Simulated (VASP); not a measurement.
Set up this calculation in VASP 6.6.1, as the native input.

```yaml
Task: single point
Functional: PBEsol
Potentials_or_basis: VASP PAW PBE potentials, release 64 (W_sv, Se)
Cutoff: 520 eV
k_mesh: 9 × 9 × 2
Occupations: gaussian, width 0.05 eV
Spin: no spin polarisation
Dipole_correction: no
Further_INCAR_settings: ALGO = Normal; EDIFF = 1e-06; NBANDS = 20
```

The structure of WSe2 lies in POSCAR:

```
WSe2
1.0
    3.3575271124      0.0000000000      0.0000000000
   -1.6787635562      2.9077037732      0.0000000000
    0.0000000000      0.0000000000     16.6611439352
W Se
1 2
Direct
    0.0000000000      0.0000000000      0.0000000000
    0.3333333333      0.6666666667      0.1003991023
    0.3333333333      0.6666666667      0.8996008977
```

One way to write it, as run:

INCAR

```
SYSTEM = WSe2
PREC = Accurate
ENCUT = 520
EDIFF = 1E-6
ISMEAR = 0
SIGMA = 0.05
LREAL = .False.
LASPH = .True.
NELM = 100
ALGO = Normal
ISIF = 2
LWAVE = .False.
LCHARG = .False.
GGA = PS
NBANDS = 20
```

KPOINTS

```
Automatic mesh
0
Gamma
  9 9 2
  0 0 0
```

Potentials or basis: VASP PAW PBE potentials, release 64 (W_sv, Se).

Command:

```bash
$ cat potpaw_PBE.64/W_sv/POTCAR potpaw_PBE.64/Se/POTCAR > POTCAR
$ mpirun -np 1 vasp_std > vasp.out
```

Results of the run:

The largest force is 0.493 eV/Å and the band gap on the k mesh is 1.42 eV, direct.

Caveat: the PAW data sets were made with another functional, which shifts forces and pressure a little; spin-orbit coupling is left out, which moves the levels of the heavy elements.

It took 100 s on 1 thread of Intel(R) Xeon(R) Platinum 8488C (Sapphire Rapids), with other jobs on the host, peak memory 0.33 GiB.
